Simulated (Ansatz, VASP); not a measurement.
One calculation of Bi2Se3, two programs

```
CELL_PARAMETERS angstrom
2.09366 1.20877 10.43403
-2.09366 1.20877 10.43403
0.00000 -2.41755 10.43403
ATOMIC_POSITIONS crystal
Bi 0.38636 0.39807 0.40235
Bi 0.61364 0.60193 0.59765
Se 0.00000 0.00000 0.00000
Se 0.18907 0.22960 0.24443
Se 0.81093 0.77040 0.75557
```

Change from the starting cell: mode 9 (126.3 1/cm) frozen in, largest displacement +0.120 Å.

Alike in both runs: task single point; functional PBE; k mesh 6 × 6 × 6; occupations gaussian, width 0.05 eV; no spin polarisation.

```csv
,VASP,Ansatz
version,VASP 6.6.1,Ansatz 0.2.0
potentials or method,"VASP PAW PBE potentials, release 64 (Bi_d, Se), cutoff 520 eV","scalar-relativistic, plane waves, PAW"
valence electrons in the cell,48,78
```

Ansatz gave:

- gap on the k mesh at the Fermi level (eV): 0.64
- least direct gap on the mesh (eV): 0.71
- pressure (GPa): 0.3
- traceless stress, the component that is largest in VASP (GPa): -1.80
- rms of the force components (eV/Å): 0.283

Task: Estimate VASP's values.

Result: gap on the k mesh at the Fermi level (eV): 0.64; least direct gap on the mesh (eV): 0.71; pressure (GPa): 0.3; traceless stress, the component that is largest in VASP (GPa): -1.81; rms of the force components (eV/Å): 0.286.

Atom by atom the forces differ by 0.006 eV/Å (rms over components). With one functional, cell and mesh, what is left measures potentials, basis and numerics. VASP's potentials hold 48 valence electrons a cell and Ansatz's 78, so a difference there can come from the potentials and not from the codes.

Spin-orbit coupling is off throughout.
